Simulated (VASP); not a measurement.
# WS2 (R3m) in VASP: settings compared

WS2 is run at these levels: PBE, r2SCAN; tasks: single point.

All numbers are computed with VASP 6.6.1; they aren't measurements. Logs are shortened: lines on timing, memory, paths and dates and some standing lists are left out, and cuts for length are marked.

## Step 1: The cell of the first run

It takes space group R3m (No. 160, trigonal). Conventional cell: a = 3.327 Å, b = 3.327 Å, c = 19.627 Å, α = 90.00°, β = 90.00°, γ = 120.00°. Within 3.4 Å of W (site symmetry 3m) lie 6 S at 2.45 Å and 6 W at 3.33 Å. S (site symmetry 3m) has 3 W at 2.45 Å and 7 S at 3.03 to 3.33 Å within 3.4 Å. Within 3.4 Å of S (site symmetry 3m) lie 3 W at 2.45 Å and 7 S at 3.03 to 3.33 Å.

## Step 2: Single point, PBE (strain +4.9%)

The input, INCAR:

```
  PREC = Accurate
  ENCUT = 520
  EDIFF = 1E-6
  ISMEAR = -1
  SIGMA = 0.02
  LREAL = F
  LASPH = T
  NELM = 60
  ALGO = Normal
  ISIF = 2
  LWAVE = F
  LCHARG = T
  GGA = PE
  LELF = T
  LVHAR = T
  NBANDS = 20
```

The input, KPOINTS:

```
regular mesh
0
Gamma
  10 10 10
```

The input, POSCAR:

```
WS2
1.0
    1.6634365527      0.9603855415      6.5424813423
   -1.6634365527      0.9603855415      6.5424813423
    0.0000000000     -1.9207710829      6.5424813423
W S
1 2
Direct
   -0.0000020323     -0.0000020323     -0.0000020323
    0.4106000030      0.4106000030      0.4106000030
    0.2560686961      0.2560686961      0.2560686961
```

Potentials or basis: VASP PAW PBE potentials, release 64 (W_sv, S).

Command:

```sh
cat potpaw_PBE.64/W_sv/POTCAR potpaw_PBE.64/S/POTCAR > POTCAR
mpirun -np 1 vasp_std > vasp.out
```

OUTCAR:

```text
PREC = Accurate
   ENCUT = 520
   EDIFF = 1E-6
   ISMEAR = -1
   LREAL = F
   LASPH = T
   NELM = 60
   ISIF = 2
   GGA = PE

 ion  position               nearest neighbor table
   1  1.000  1.000  1.000-   3 2.45   3 2.45   3 2.45   2 2.45   2 2.45   2 2.45
   2  0.411  0.411  0.411-   1 2.45   1 2.45   1 2.45
   3  0.256  0.256  0.256-   1 2.45   1 2.45   1 2.45

  LATTYP: Found a trigonal (rhomboedric) cell.
 ALAT       =     6.8186086314
 COS(alpha) =     0.8809715032

  Lattice vectors:

 A1 = (   1.6634365527,   0.9603855415,   6.5424813423)
 A2 = (  -1.6634365527,   0.9603855415,   6.5424813423)
 A3 = (   0.0000000000,  -1.9207710829,   6.5424813423)

Analysis of symmetry for initial positions (statically):
=====================================================================
 Subroutine PRICEL returns:
 Original cell was already a primitive cell.

 Routine SETGRP: Setting up the symmetry group for a
 trigonal (rhombohedral) supercell.

 Subroutine GETGRP returns: Found  6 space group operations
 (whereof  6 operations were pure point group operations)
 out of a pool of 12 trial point group operations.

The static configuration has the point symmetry C_3v.

Analysis of symmetry for dynamics (positions and initial velocities):
=====================================================================
 Subroutine PRICEL returns:
 Original cell was already a primitive cell.

 Routine SETGRP: Setting up the symmetry group for a
 trigonal (rhombohedral) supercell.

 Subroutine GETGRP returns: Found  6 space group operations
 (whereof  6 operations were pure point group operations)
 out of a pool of 12 trial point group operations.

The dynamic configuration has the point symmetry C_3v.

 Subroutine INISYM returns: Found  6 space group operations
 (whereof  6 operations are pure point group operations),
 and found     1 'primitive' translations

----------------------------------------------------------------------------------------

                                     Primitive cell

  volume of cell :      62.7113

  direct lattice vectors                    reciprocal lattice vectors
     1.663436553  0.960385541  6.542481342     0.300582550  0.173541416  0.050949069
    -1.663436553  0.960385541  6.542481342    -0.300582550  0.173541416  0.050949069
     0.000000000 -1.920771083  6.542481342     0.000000000 -0.347082832  0.050949069

  length of vectors
[... 81 lines left out ...]
   LASPH  =      T    aspherical Exc in radial PAW
   ENCUT  =  520.0 eV  38.22 Ry    6.18 a.u.  12.68 12.68 12.68*2*pi/ulx,y,z
   NELM   =     60;   NELMIN=  2; NELMDL= -5     # of ELM steps
   EDIFF  = 0.1E-05   stopping-criterion for ELM
   LREAL  =      F    real-space projection
   EDIFFG = 0.1E-04   stopping-criterion for IOM
   NSW    =      0    number of steps for IOM
   IBRION =     -1    ionic relax: 0-MD 1-quasi-New 2-CG
   NFREE  =      0    steps in history (QN), initial steepest desc. (CG)
   ISIF   =      2    stress and relaxation
   ISYM   =      2    0-nonsym 1-usesym 2-fastsym
   POTIM  = 0.5000    time-step for ionic-motion
   TEBEG  =    0.0;   TEEND  =   0.0 temperature during run
   PSTRESS=    0.0 pullay stress
   NELECT =      26.0000    total number of electrons
   NUPDOWN=      -1.0000    fix difference up-down
   EMIN   =  10.00;   EMAX   =-10.00  energy-range for DOS
   EFERMI =   0.00;   METHOD = LEGACY
   ISMEAR =    -1;   SIGMA  =   0.02  broadening in eV -4-tet -1-fermi 0-gaus
   EFERMI_NEDOS =   21; number of points for ismear=-14 and -15
   IALGO  =     38    algorithm
   IMIX   =      4    mixing-type and parameters
     AMIX     =   0.40;   BMIX     =  1.00
     AMIX_MAG =   1.60;   BMIX_MAG =  1.00
  volume/ion in A,a.u.               =      20.90       141.07
  Fermi-wavevector in a.u.,A,eV,Ry     =   1.220724  2.306834 20.274948  1.490167
  Thomas-Fermi vector in A             =   2.355931
   LORBIT       =      0    0 simple, 1 ext, 2 COOP (PROOUT), +10 PAW based schemes
   GGA     = PE    functional components
   LHFCALC =     F    Hartree Fock is set to
   AEXX    =    0.0000 exact exchange contribution
   IVDW    =     0    specifies the selected vdW correction
   LEPSILON=     F    determine dielectric tensor
   LRPA    =     F    only Hartree local field effects (RPA)
 non-spin polarized calculation
  energy-cutoff  :      520.00
  volume of cell :       62.71
 maximum number of plane-waves:      1705
 NGX is ok and might be reduce to    54
   NGX = 25   NGY = 25   NGZ = 25

 number of electron      26.0000000 magnetization

 Free energy of the ion-electron system (eV)
  ---------------------------------------------------
  ext. energy  EPLUGINS =         0.00000000
  ---------------------------------------------------
  free energy    TOTEN  =       -23.50444675 eV

  energy without entropy =      -23.50444675  energy(sigma->0) =      -23.50444675

 E-fermi :   6.0375     XC(G=0):  -9.9617

 val. band max:        5.7512621037   @ k =   0.5000   0.5000   0.5000
 cond. band min:       6.3975727044   @ k =  -0.2000   0.5000   0.2000
 fundamental gap:      0.6463106007
 Fermi energy:         6.0375127985

 k-point     1 :       0.0000    0.0000    0.0000
  band No.  band energies     occupation
      1     -69.2243      2.00000
      2     -33.3647      2.00000
      3     -33.3477      2.00000
      4     -33.3477      2.00000
      5      -9.4690      2.00000
      6      -7.6534      2.00000
[... 541 lines left out ...]
     19      12.7749      0.00000
     20      13.6333      0.00000

 [... further k-points ...]

------------------------ aborting loop because EDIFF is reached ----------------------------------------

  FORCE on cell =-STRESS in cart. coord.  units (eV):
  Direction    XX          YY          ZZ          XY          YZ          ZX
  --------------------------------------------------------------------------------------
  -------------------------------------------------------------------------------------
  Total       -3.6825470     -3.6825470      0.6114348      0.0000000      0.0000000      0.0000000
  in kB      -94.0834608    -94.0834608     15.6212274      0.0000000      0.0000000      0.0000000
  external PRESSURE =     -57.5152314 kB  Pullay stress =       0.0000000 kB

 VOLUME and BASIS-vectors are now :
 -----------------------------------------------------------------------------
  energy-cutoff  :      520.00
  volume of cell :       62.71
      direct lattice vectors                 reciprocal lattice vectors
     1.663436553  0.960385541  6.542481342     0.300582550  0.173541416  0.050949069
    -1.663436553  0.960385541  6.542481342    -0.300582550  0.173541416  0.050949069
     0.000000000 -1.920771083  6.542481342     0.000000000 -0.347082832  0.050949069

 POSITION                                       TOTAL-FORCE (eV/Angst)
 -----------------------------------------------------------------------------------
      0.00000      0.00000     19.62740         0.000000      0.000000      0.000300
      0.00000      0.00000      8.05903         0.000000      0.000000      0.140949
      0.00000      0.00000      5.02597         0.000000     -0.000000     -0.141249
 -----------------------------------------------------------------------------------
    total drift:                               -0.000000     -0.000000      0.000045

  FREE ENERGIE OF THE ION-ELECTRON SYSTEM (eV)
  ---------------------------------------------------
  free  energy   TOTEN  =       -23.5044467546 eV

  energy  without entropy=      -23.5044467534  energy(sigma->0) =      -23.50444675
```

OSZICAR:

```text
N       E                     dE             d eps       ncg     rms          rms(c)
DAV:   1     0.198039959151E+03    0.19804E+03   -0.12866E+04  4640   0.126E+03
DAV:   2    -0.143655690231E+02   -0.21241E+03   -0.20591E+03  5540   0.332E+02
DAV:   3    -0.249281005486E+02   -0.10563E+02   -0.10461E+02  5852   0.699E+01
DAV:   4    -0.250892788643E+02   -0.16118E+00   -0.16107E+00  5716   0.945E+00
DAV:   5    -0.250924567799E+02   -0.31779E-02   -0.31778E-02  5856   0.138E+00    0.233E+01
DAV:   6    -0.236864247284E+02    0.14060E+01   -0.84402E+00  5036   0.185E+01    0.949E+00
DAV:   7    -0.235451018867E+02    0.14132E+00   -0.13990E+00  4964   0.678E+00    0.537E+00
DAV:   8    -0.235048498801E+02    0.40252E-01   -0.21714E-01  5412   0.311E+00    0.805E-01
DAV:   9    -0.235044706344E+02    0.37925E-03   -0.82542E-03  5608   0.674E-01    0.430E-01
DAV:  10    -0.235044061117E+02    0.64523E-04   -0.20674E-03  5600   0.299E-01    0.123E-01
DAV:  11    -0.235044076445E+02   -0.15329E-05   -0.29213E-04  5216   0.975E-02    0.383E-02
DAV:  12    -0.235044446624E+02   -0.37018E-04   -0.60710E-05  5068   0.551E-02    0.178E-02
DAV:  13    -0.235044463233E+02   -0.16608E-05   -0.12637E-05  5684   0.258E-02    0.934E-03
DAV:  14    -0.235044467546E+02   -0.43132E-06   -0.18482E-06  4488   0.817E-03
   1 F= -.23504447E+02 E0= -.23504447E+02  d E =-.117467E-08
```

Wall time 8.1 min (1 thread of Intel Xeon Platinum 8259CL at 2.50GHz (Skylake/Cascade Lake), shared host); peak memory 0.46 GiB.

Results:

| Property | Result |
| --- | --- |
| Free energy | -23.5044 eV |
| Pressure | -5.8 GPa |
| Largest force | 0.141 eV/Å |
| Band gap on the k mesh | 0.65 eV (least direct gap 1.66 eV) |

Forces on the atoms (eV/Å):
```
W    0.000  0.000  0.000
S    0.000  0.000  0.141
S    0.000  0.000 -0.141
```

Levels at points of the mesh, in eV from the valence-band top:
```csv
k point,band 11,band 12,band 13,band 14,band 15,band 16
"(0.00, 0.00, 0.00)",-2.73,-1.63,-0.64,1.78,1.78,2.13
"(0.50, 0.00, 0.00)",-2.41,-2.36,-1.60,1.51,1.87,3.22
"(0.50, 0.50, 0.00)",-2.66,-2.47,-1.53,1.48,1.89,2.97
"(0.50, 0.50, 0.50)",-2.71,-2.71,0.00,1.81,1.81,2.07
```

Caveat: the cell differs from its parent crystal (strain +4.9%); the cell stands under tension; spin-orbit coupling is left out, which moves the levels of the heavy elements. A k mesh can miss the band edges.

## Step 3: Single point, r2SCAN (strain +4.9%)

POSCAR is that of step 2.

The input, INCAR.step1:

```
PREC = Accurate ; ENCUT = 520
ISMEAR = 0 ; SIGMA = 0.01
LREAL = F ; LASPH = T
NELM = 80 ; NBANDS = 20
GGA = PE ; ALGO = Normal
EDIFF = 1E-4 ; LWAVE = T
LCHARG = F
```

The input, INCAR.step2:

```
PREC = Accurate ; ENCUT = 520
EDIFF = 1E-7 ; ISMEAR = 0
SIGMA = 0.01 ; LREAL = F
LASPH = T ; NELM = 80
ALGO = Normal ; ISIF = 2
LWAVE = F ; LCHARG = F
METAGGA = R2SCAN ; LMIXTAU = T
NBANDS = 20 ; ISTART = 1
```

KPOINTS is that of step 2.

Potentials or basis: VASP PAW PBE potentials, release 64 (W_sv, S).

Command:

```sh
cat potpaw_PBE.64/W_sv/POTCAR potpaw_PBE.64/S/POTCAR > POTCAR
cp INCAR.step1 INCAR
mpirun -np 1 vasp_std > vasp.out
cp INCAR.step2 INCAR
mpirun -np 1 vasp_std > vasp.out
```

OUTCAR:

```text
PREC = Accurate
   ENCUT = 520
   EDIFF = 1E-7
   ISMEAR = 0
   LREAL = F
   LASPH = T
   NELM = 80
   ISIF = 2
   METAGGA = R2SCAN
   ISTART = 1

 ion  position               nearest neighbor table
   1  1.000  1.000  1.000-   3 2.45   3 2.45   3 2.45   2 2.45   2 2.45   2 2.45
   2  0.411  0.411  0.411-   1 2.45   1 2.45   1 2.45
   3  0.256  0.256  0.256-   1 2.45   1 2.45   1 2.45

  LATTYP: Found a trigonal (rhomboedric) cell.
 ALAT       =     6.8186086314
[... 747 lines left out ...]

  FORCE on cell =-STRESS in cart. coord.  units (eV):
  Direction    XX          YY          ZZ          XY          YZ          ZX
  --------------------------------------------------------------------------------------
  -------------------------------------------------------------------------------------
  Total       -4.3847158     -4.3847158     -0.2304836      0.0000000     -0.0000000      0.0000000
  in kB     -112.0228040   -112.0228040     -5.8885044      0.0000000     -0.0000000      0.0000000
  external PRESSURE =     -76.6447041 kB  Pullay stress =       0.0000000 kB

 VOLUME and BASIS-vectors are now :
 -----------------------------------------------------------------------------
  energy-cutoff  :      520.00
  volume of cell :       62.71
      direct lattice vectors                 reciprocal lattice vectors
     1.663436553  0.960385541  6.542481342     0.300582550  0.173541416  0.050949069
    -1.663436553  0.960385541  6.542481342    -0.300582550  0.173541416  0.050949069
     0.000000000 -1.920771083  6.542481342     0.000000000 -0.347082832  0.050949069

 POSITION                                       TOTAL-FORCE (eV/Angst)
 -----------------------------------------------------------------------------------
      0.00000      0.00000     19.62740         0.000000      0.000000      0.000197
      0.00000      0.00000      8.05903         0.000000     -0.000000     -0.029101
      0.00000      0.00000      5.02597         0.000000      0.000000      0.028904
 -----------------------------------------------------------------------------------
    total drift:                               -0.000000     -0.000000      0.000028

  FREE ENERGIE OF THE ION-ELECTRON SYSTEM (eV)
  ---------------------------------------------------
  free  energy   TOTEN  =       -69.8874583421 eV

  energy  without entropy=      -69.8874583421  energy(sigma->0) =      -69.88745834
```

It took 35 min on 1 thread of Intel Xeon Platinum 8259CL at 2.50GHz (Skylake/Cascade Lake), shared host; peak memory 0.51 GiB.

Results:

* Free energy: -69.8875 eV
* Pressure: -7.7 GPa
* Largest force: 0.029 eV/Å
* Band gap on the k mesh: 0.70 eV (least direct gap 1.77 eV)

Forces on the atoms (eV/Å):
```
W    0.000  0.000  0.000
S    0.000  0.000 -0.029
S    0.000  0.000  0.029
```

Caveat: the cell differs from its parent crystal (strain +4.9%); the cell stands under tension; the PAW data sets were made with another functional, which shifts forces and pressure a little; spin-orbit coupling is left out, which moves the levels of the heavy elements.
